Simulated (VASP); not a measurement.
Write the native input for VASP 6.6.1 that does the following.

```yaml
Task: single point
Functional: LDA
Potentials_or_basis: VASP PAW PBE potentials, release 64 (Lu)
Cutoff: 520 eV
k_mesh: 19 × 19 × 19
Occupations: fermi-dirac, width 0.08 eV
Spin: no spin polarisation
Dipole_correction: no
Further_INCAR_settings: ALGO = Normal; EDIFF = 1e-07; NBANDS = 18
```

The structure of Lu lies in POSCAR:

```
Lu
1.0
    0.0000000000      1.7378034988      1.7378034988
    1.7378034988      0.0000000000      1.7378034988
    1.7378034988      1.7378034988      0.0000000000
Lu
1
Direct
    0.0000000000      0.0000000000      0.0000000000
```

One way to write it, as run:

INCAR

```
SYSTEM = Lu
  PREC = Accurate
  ENCUT = 520
  EDIFF = 1E-7
  ISMEAR = -1
  SIGMA = 0.08
  LREAL = .False.
  LASPH = .True.
  NELM = 80
  ALGO = Normal
  ISIF = 2
  LWAVE = .False.
  LCHARG = .False.
  GGA = CA
  NBANDS = 18
```

KPOINTS

```
Automatic mesh
0
Gamma
  19 19 19
  0 0 0
```

Potentials or basis: VASP PAW PBE potentials, release 64 (Lu).

Launch:

```sh
$ cat potpaw_PBE.64/Lu/POTCAR > POTCAR
$ mpirun -np 1 vasp_std > vasp.out
```

It gave:

```yaml
Pressure: 260.1 GPa
```

Caveat: the PAW data sets were made with another functional, which shifts forces and pressure a little.

Run time: 33 s on 1 thread of Intel(R) Xeon(R) Platinum 8488C (Sapphire Rapids) (shared host), peak memory 0.16 GiB.
